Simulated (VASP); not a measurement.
# MgCd3Se4 (P4/mmm) in VASP: further runs

MgCd3Se4 is run at these levels: PBE; tasks: single point.

All numbers are computed with VASP 6.6.1; they aren't measurements. Logs are shortened: lines on timing, memory, paths and dates and some standing lists are left out, and cuts for length are marked.

## (1) The cell of the first run

It takes space group P4/mmm (No. 123, tetragonal). The conventional cell has a = 4.039 Å, b = 4.039 Å, c = 11.325 Å, α = 90.00°, β = 90.00°, γ = 90.00°. Mg (site symmetry 4/mmm) has 6 Se at 2.78 to 2.86 Å within 3.7 Å. Within 3.7 Å of Cd (site symmetry 4mm) lie 6 Se at 2.82 to 2.86 Å. Within 3.8 Å of Cd (site symmetry 4/mmm) lie 6 Se at 2.86 to 2.89 Å. Within 3.7 Å of Se (site symmetry 4mm) lie 1 Mg at 2.78 Å and 5 Cd at 2.86 to 2.89 Å. Se (site symmetry 4/mmm) has 6 Cd at 2.84 to 2.86 Å within 3.7 Å. Within 3.7 Å of Se (site symmetry 4/mmm) lie 2 Cd at 2.82 Å and 4 Mg at 2.86 Å.

## (2) Single point, PBE

INCAR reads:

```
SYSTEM = MgCd3Se4
PREC     = Accurate       ! precision mode
ENCUT    = 520            ! plane-wave cutoff, eV
EDIFF    = 1E-6           ! SCF threshold, eV
ISMEAR   = 0              ! smearing method
SIGMA    = 0.1            ! smearing width, eV
LREAL    = .False.        ! projectors in reciprocal space
LASPH    = .True.         ! aspherical terms in the spheres
NELM     = 60             ! most SCF steps
ALGO     = Normal         ! electronic algorithm
ISIF     = 2              ! what is computed and relaxed
LWAVE    = .False.        ! write WAVECAR
LCHARG   = .True.         ! write CHGCAR
GGA      = PE             ! functional
LELF     = .True.         ! ELF
LVHAR    = .True.       
NBANDS   = 41             ! bands
```

KPOINTS reads:

```
regular mesh
0
Gamma
  4 4 2
  0 0 0
```

POSCAR reads:

```
MgCd3Se4
1.0
    4.0385405443      0.0000000000      0.0000000000
    0.0000000000      4.0385405443      0.0000000000
    0.0000000000      0.0000000000     11.3250549411
Mg Cd Se
1 3 4
Direct
    0.0000000000      0.0000000000      0.0000000000
    0.5000000000      0.5000000000      0.2488352141
    0.0000000000      0.0000000000      0.5000000000
    0.5000000000      0.5000000000      0.7511647859
    0.0000000000      0.0000000000      0.2450431228
    0.5000000000      0.5000000000      0.5000000000
    0.0000000000      0.0000000000      0.7549568772
    0.5000000000      0.5000000000      0.0000000000
```

Potentials or basis: VASP PAW PBE potentials, release 64 (Mg, Cd, Se).

The run is started by

```
$ cat potpaw_PBE.64/Mg/POTCAR potpaw_PBE.64/Cd/POTCAR potpaw_PBE.64/Se/POTCAR > POTCAR
$ mpirun -np 1 vasp_std > vasp.out
```

OUTCAR:

```text
SYSTEM = MgCd3Se4
   PREC = Accurate
   ENCUT = 520
   EDIFF = 1E-6
   ISMEAR = 0
   LREAL = .False.
   LASPH = .True.
   NELM = 60
   ISIF = 2
   GGA = PE

 ion  position               nearest neighbor table
   1  0.000  0.000  0.000-   5 2.78   7 2.78   8 2.86   8 2.86   8 2.86   8 2.86
   2  0.500  0.500  0.249-   8 2.82   6 2.84   5 2.86   5 2.86   5 2.86   5 2.86
   3  0.000  0.000  0.500-   6 2.86   6 2.86   6 2.86   6 2.86   7 2.89   5 2.89
   4  0.500  0.500  0.751-   8 2.82   6 2.84   7 2.86   7 2.86   7 2.86   7 2.86
   5  0.000  0.000  0.245-   1 2.78   2 2.86   2 2.86   2 2.86   2 2.86   3 2.89
   6  0.500  0.500  0.500-   2 2.84   4 2.84   3 2.86   3 2.86   3 2.86   3 2.86
   7  0.000  0.000  0.755-   1 2.78   4 2.86   4 2.86   4 2.86   4 2.86   3 2.89
   8  0.500  0.500  0.000-   2 2.82   4 2.82   1 2.86   1 2.86   1 2.86   1 2.86

  LATTYP: Found a simple tetragonal cell.
 ALAT       =     4.0385405443
 C/A-ratio  =     2.8042444583

  Lattice vectors:

 A1 = (   4.0385405443,   0.0000000000,   0.0000000000)
 A2 = (   0.0000000000,   4.0385405443,   0.0000000000)
 A3 = (   0.0000000000,   0.0000000000,  11.3250549411)

Analysis of symmetry for initial positions (statically):
=====================================================================
 Subroutine PRICEL returns:
 Original cell was already a primitive cell.

 Routine SETGRP: Setting up the symmetry group for a
 simple tetragonal supercell.

 Subroutine GETGRP returns: Found 16 space group operations
 (whereof 16 operations were pure point group operations)
 out of a pool of 16 trial point group operations.

The static configuration has the point symmetry D_4h.

Analysis of symmetry for dynamics (positions and initial velocities):
=====================================================================
 Subroutine PRICEL returns:
 Original cell was already a primitive cell.

 Routine SETGRP: Setting up the symmetry group for a
 simple tetragonal supercell.

 Subroutine GETGRP returns: Found 16 space group operations
 (whereof 16 operations were pure point group operations)
 out of a pool of 16 trial point group operations.

The dynamic configuration has the point symmetry D_4h.

 Subroutine INISYM returns: Found 16 space group operations
 (whereof 16 operations are pure point group operations),
 and found     1 'primitive' translations

----------------------------------------------------------------------------------------

                                     Primitive cell

  volume of cell :     184.7095

  direct lattice vectors                    reciprocal lattice vectors
     4.038540544  0.000000000  0.000000000     0.247614203  0.000000000  0.000000000
     0.000000000  4.038540544  0.000000000     0.000000000  0.247614203  0.000000000
     0.000000000  0.000000000 11.325054941     0.000000000  0.000000000  0.088299792

  length of vectors
     4.038540544  4.038540544 11.325054941     0.247614203  0.247614203  0.088299792

  position of ions in fractional coordinates (direct lattice)
     0.000000000  0.000000000  0.000000000
     0.500000000  0.500000000  0.248835214
     0.000000000  0.000000000  0.500000000
     0.500000000  0.500000000  0.751164786
     0.000000000  0.000000000  0.245043123
     0.500000000  0.500000000  0.500000000
     0.000000000  0.000000000  0.754956877
     0.500000000  0.500000000  0.000000000

  ion indices of the primitive-cell ions
   primitive index   ion index
                 1           1
                 2           2
                 3           3
                 4           4
                 5           5
                 6           6
                 7           7
                 8           8

----------------------------------------------------------------------------------------

 KPOINTS: regular mesh

Automatic generation of k-mesh.
 Grid dimensions read from file:
 generate k-points for:    4    4    2

 Generating k-lattice:

  Cartesian coordinates                     Fractional coordinates (reciprocal lattice)
     0.061903551  0.000000000  0.000000000     0.250000000  0.000000000  0.000000000
     0.000000000  0.061903551  0.000000000     0.000000000  0.250000000  0.000000000
     0.000000000  0.000000000  0.044149896     0.000000000  0.000000000  0.500000000

  Length of vectors
     0.061903551  0.061903551  0.044149896

  Shift w.r.t. Gamma in fractional coordinates (k-lattice)
     0.000000000  0.000000000  0.000000000

 Subroutine IBZKPT returns following result:
 ===========================================

 Found     12 irreducible k-points:

 Following reciprocal coordinates:
            Coordinates               Weight
  0.000000  0.000000  0.000000      1.000000
  0.250000  0.000000  0.000000      4.000000
  0.500000  0.000000  0.000000      2.000000
  0.250000  0.250000  0.000000      4.000000
  0.500000  0.250000  0.000000      4.000000
  0.500000  0.500000  0.000000      1.000000
  0.000000  0.000000  0.500000      1.000000
  0.250000  0.000000  0.500000      4.000000
  0.500000  0.000000  0.500000      2.000000
  0.250000  0.250000  0.500000      4.000000
  0.500000  0.250000  0.500000      4.000000
  0.500000  0.500000  0.500000      1.000000
   k-points           NKPTS =     12   k-points in BZ     NKDIM =     12   number of bands    NBANDS=     41
   number of dos      NEDOS =    301   number of ions     NIONS =      8
   total plane-waves  NPLWV =  75600
   dimension x,y,z NGX =    30 NGY =   30 NGZ =   84
   dimension x,y,z NGXF=    60 NGYF=   60 NGZF=  168
   ions per type =               1   3   4
   NGX,Y,Z   is equivalent  to a cutoff of  12.35, 12.35, 12.33 a.u.
   NGXF,Y,Z  is equivalent  to a cutoff of  24.70, 24.70, 24.66 a.u.
 SYSTEM =  MgCd3Se4
   PREC   = accura    normal or accurate (medium, high low for compatibility)
   ISTART =      0    job   : 0-new  1-cont  2-samecut
   ICHARG =      2    charge: 1-file 2-atom 10-const
   ISPIN  =      1    spin polarized calculation?
   LNONCOLLINEAR =      F non collinear calculations
   LSORBIT =      F    spin-orbit coupling
   LASPH  =      T    aspherical Exc in radial PAW
   ENCUT  =  520.0 eV  38.22 Ry    6.18 a.u.   7.51  7.51 21.06*2*pi/ulx,y,z
   NELM   =     60;   NELMIN=  2; NELMDL= -5     # of ELM steps
   EDIFF  = 0.1E-05   stopping-criterion for ELM
   LREAL  =      F    real-space projection
   EDIFFG = 0.1E-04   stopping-criterion for IOM
   NSW    =      0    number of steps for IOM
   IBRION =     -1    ionic relax: 0-MD 1-quasi-New 2-CG
   NFREE  =      0    steps in history (QN), initial steepest desc. (CG)
   ISIF   =      2    stress and relaxation
   ISYM   =      2    0-nonsym 1-usesym 2-fastsym
   POTIM  = 0.5000    time-step for ionic-motion
   TEBEG  =    0.0;   TEEND  =   0.0 temperature during run
   PSTRESS=    0.0 pullay stress
   NELECT =      62.0000    total number of electrons
   NUPDOWN=      -1.0000    fix difference up-down
   EMIN   =  10.00;   EMAX   =-10.00  energy-range for DOS
   EFERMI =   0.00;   METHOD = LEGACY
   ISMEAR =     0;   SIGMA  =   0.10  broadening in eV -4-tet -1-fermi 0-gaus
   EFERMI_NEDOS =   21; number of points for ismear=-14 and -15
   IALGO  =     38    algorithm
   IMIX   =      4    mixing-type and parameters
     AMIX     =   0.40;   BMIX     =  1.00
     AMIX_MAG =   1.60;   BMIX_MAG =  1.00
  volume/ion in A,a.u.               =      23.09       155.81
  Fermi-wavevector in a.u.,A,eV,Ry     =   1.137738  2.150013 17.612036  1.294448
  Thomas-Fermi vector in A             =   2.274443
   LORBIT       =      0    0 simple, 1 ext, 2 COOP (PROOUT), +10 PAW based schemes
   GGA     = PE    functional components
   LHFCALC =     F    Hartree Fock is set to
   AEXX    =    0.0000 exact exchange contribution
   IVDW    =     0    specifies the selected vdW correction
   LEPSILON=     F    determine dielectric tensor
   LRPA    =     F    only Hartree local field effects (RPA)
 non-spin polarized calculation
 Gauss-broadening in eV      SIGMA  =   0.10
  energy-cutoff  :      520.00
  volume of cell :      184.71
 maximum number of plane-waves:      5003
   NGX = 15   NGY = 15   NGZ = 43

 number of electron      61.9999979 magnetization

 Free energy of the ion-electron system (eV)
  ---------------------------------------------------
  ext. energy  EPLUGINS =         0.00000000
  ---------------------------------------------------
  free energy    TOTEN  =       -22.90121018 eV

  energy without entropy =      -22.89117537  energy(sigma->0) =      -22.89619277

 E-fermi :   2.5224     XC(G=0):  -9.8392

 val. band max:        2.4581116042   @ k =   0.5000   0.0000   0.0000
 cond. band min:       2.5377941941   @ k =   0.5000   0.0000   0.0000
 fundamental gap:      0.0796825899
 Fermi energy:         2.5224381728

 k-point     1 :       0.0000    0.0000    0.0000
  band No.  band energies     occupation
      1     -10.4438      2.00000
      2      -9.9596      2.00000
      3      -9.9491      2.00000
      4      -9.4736      2.00000
      5      -5.5871      2.00000
      6      -5.5211      2.00000
[... 33 lines left out ...]
     40       8.9101      0.00000
     41      10.6351      0.00000

 k-point     2 :       0.2500    0.0000    0.0000
  band No.  band energies     occupation
      1     -10.1599      2.00000
      2      -9.7550      2.00000
      3      -9.7413      2.00000
      4      -9.4101      2.00000
      5      -5.6286      2.00000
      6      -5.5916      2.00000
[... 33 lines left out ...]
     40       9.1637      0.00000
     41       9.3260      0.00000

 k-point     3 :       0.5000    0.0000    0.0000
  band No.  band energies     occupation
      1      -9.7009      2.00000
      2      -9.5716      2.00000
      3      -9.4873      2.00000
      4      -9.4454      2.00000
      5      -5.7393      2.00000
      6      -5.6851      2.00000
[... 347 lines left out ...]
      2      -9.5595      2.00000
      3      -9.5176      2.00000
      4      -9.3533      2.00000
      5      -5.5756      2.00000
      6      -5.5589      2.00000
[... 33 lines left out ...]
     40       9.7596      0.00000
     41       9.9090      0.00000

 k-point    12 :       0.5000    0.5000    0.5000
  band No.  band energies     occupation
      1      -9.6987      2.00000
      2      -9.5682      2.00000
      3      -9.5261      2.00000
      4      -9.2250      2.00000
      5      -5.5479      2.00000
      6      -5.5479      2.00000
[... 33 lines left out ...]
     40      10.3422      0.00000
     41      10.8932      0.00000

------------------------ aborting loop because EDIFF is reached ----------------------------------------

  FORCE on cell =-STRESS in cart. coord.  units (eV):
  Direction    XX          YY          ZZ          XY          YZ          ZX
  --------------------------------------------------------------------------------------
  -------------------------------------------------------------------------------------
  Total        0.3368292      0.3368292     -0.0033127      0.0000000      0.0000000     -0.0000000
  in kB        2.9216694      2.9216694     -0.0287346      0.0000000      0.0000000     -0.0000000
  external PRESSURE =       1.9382014 kB  Pullay stress =       0.0000000 kB

 VOLUME and BASIS-vectors are now :
 -----------------------------------------------------------------------------
  energy-cutoff  :      520.00
  volume of cell :      184.71
      direct lattice vectors                 reciprocal lattice vectors
     4.038540544  0.000000000  0.000000000     0.247614203  0.000000000  0.000000000
     0.000000000  4.038540544  0.000000000     0.000000000  0.247614203  0.000000000
     0.000000000  0.000000000 11.325054941     0.000000000  0.000000000  0.088299792

 POSITION                                       TOTAL-FORCE (eV/Angst)
 -----------------------------------------------------------------------------------
      0.00000      0.00000      0.00000         0.000000      0.000000     -0.000000
      2.01927      2.01927      2.81807        -0.000000     -0.000000     -0.010985
      0.00000      0.00000      5.66253         0.000000      0.000000     -0.000000
      2.01927      2.01927      8.50698         0.000000     -0.000000      0.010985
      0.00000      0.00000      2.77513         0.000000      0.000000     -0.023949
      2.01927      2.01927      5.66253         0.000000      0.000000     -0.000000
      0.00000      0.00000      8.54993         0.000000      0.000000      0.023949
      2.01927      2.01927      0.00000         0.000000      0.000000     -0.000000
 -----------------------------------------------------------------------------------
    total drift:                                0.000000      0.000000      0.000000

  FREE ENERGIE OF THE ION-ELECTRON SYSTEM (eV)
  ---------------------------------------------------
  free  energy   TOTEN  =       -22.9012101785 eV

  energy  without entropy=      -22.8911753690  energy(sigma->0) =      -22.89619277
```

Wall time 54 s (1 thread of Intel Xeon 6975P-C (Granite Rapids), shared host); peak memory 0.3 GiB.

Results:

* Free energy: -22.9012 eV
* Pressure: 0.2 GPa
* Largest force: 0.024 eV/Å
* Band gap on the k mesh: zero (band 31 reaches 2.54 eV, above the bottom of band 32 at 2.12 eV)

Forces on the atoms (eV/Å):
```
Mg   0.000  0.000  0.000
Cd   0.000  0.000 -0.011
Cd   0.000  0.000  0.000
Cd   0.000  0.000  0.011
Se   0.000  0.000 -0.024
Se   0.000  0.000  0.000
Se   0.000  0.000  0.024
Se   0.000  0.000  0.000
```

Caveat: the k points lie up to 0.39 Å⁻¹ apart.

## (3) Single point, PBE

This run uses another cell than the first one, of 25.25 Å³/atom, 1.094 times its volume.

INCAR reads:

```
ALGO = Normal ; EDIFF = 1E-6
ENCUT = 520 ; GGA = PE
ISIF = 2 ; ISMEAR = 0
LASPH = T ; LCHARG = F
LREAL = F ; LWAVE = F
NBANDS = 41 ; NELM = 100
PREC = Accurate ; SIGMA = 0.1
```

KPOINTS reads:

```
k-points
0
Gamma
  4 4 2
```

POSCAR reads:

```
MgCd3Se4
1.0
    4.1490593600      0.0000000000      0.0000000000
    0.0000000000      4.1490593600      0.0000000000
    0.0000000000      0.0000000000     11.7353120400
Mg Cd Se
1 3 4
Direct
    0.0000000000      0.0000000000      0.0000000000
    0.5000000000      0.5000000000      0.2500000000
    0.0000000000      0.0000000000      0.5000000000
    0.5000000000      0.5000000000      0.7500000000
    0.0000000000      0.0000000000      0.2500000000
    0.5000000000      0.5000000000      0.5000000000
    0.0000000000      0.0000000000      0.7500000000
    0.5000000000      0.5000000000      0.0000000000
```

Potentials or basis: VASP PAW PBE potentials, release 64 (Mg, Cd, Se).

The run is started by

```
$ cat potpaw_PBE.64/Mg/POTCAR potpaw_PBE.64/Cd/POTCAR potpaw_PBE.64/Se/POTCAR > POTCAR
$ mpirun -np 1 vasp_std > vasp.out
```

Run time: 49 s. Hardware: 1 thread of Intel Xeon 6975P-C (Granite Rapids), shared host; peak memory 0.32 GiB.

It converged, with:

* Free energy: -22.6469 eV
* Pressure: -4.2 GPa
* Largest force: 0.181 eV/Å
* Band gap on the k mesh: zero (band 31 reaches 1.75 eV, above the bottom of band 32 at 1.37 eV)

Forces in eV/Å, atoms in the order of the input:
```
Mg   0.000  0.000  0.000
Cd   0.000  0.000 -0.016
Cd   0.000  0.000  0.000
Cd   0.000  0.000  0.016
Se   0.000  0.000 -0.181
Se   0.000  0.000  0.000
Se   0.000  0.000  0.181
Se   0.000  0.000  0.000
```

Stress tensor (GPa, compression positive):
```
-4.03  0.00  0.00
 0.00 -4.03  0.00
 0.00  0.00 -4.53
```

Levels at points of the mesh, in eV from the Fermi level:
```tsv
k point	band 29	band 30	band 31	band 32	band 33	band 34
(0.00, 0.00, 0.00)	-0.47	-0.46	-0.46	-0.27	0.28	2.28
(0.50, 0.00, 0.00)	-0.11	-0.05	-0.03	3.09	3.10	3.66
(0.50, 0.50, 0.00)	-1.77	-1.77	-1.77	-0.41	0.25	2.73
(0.00, 0.00, 0.50)	-0.71	-0.62	-0.62	0.39	0.88	1.76
(0.50, 0.00, 0.50)	-0.12	-0.11	-0.07	3.76	3.77	3.80
(0.50, 0.50, 0.50)	-2.14	-2.06	-2.06	1.04	1.04	1.06
```

Caveat: the k points lie up to 0.38 Å⁻¹ apart.
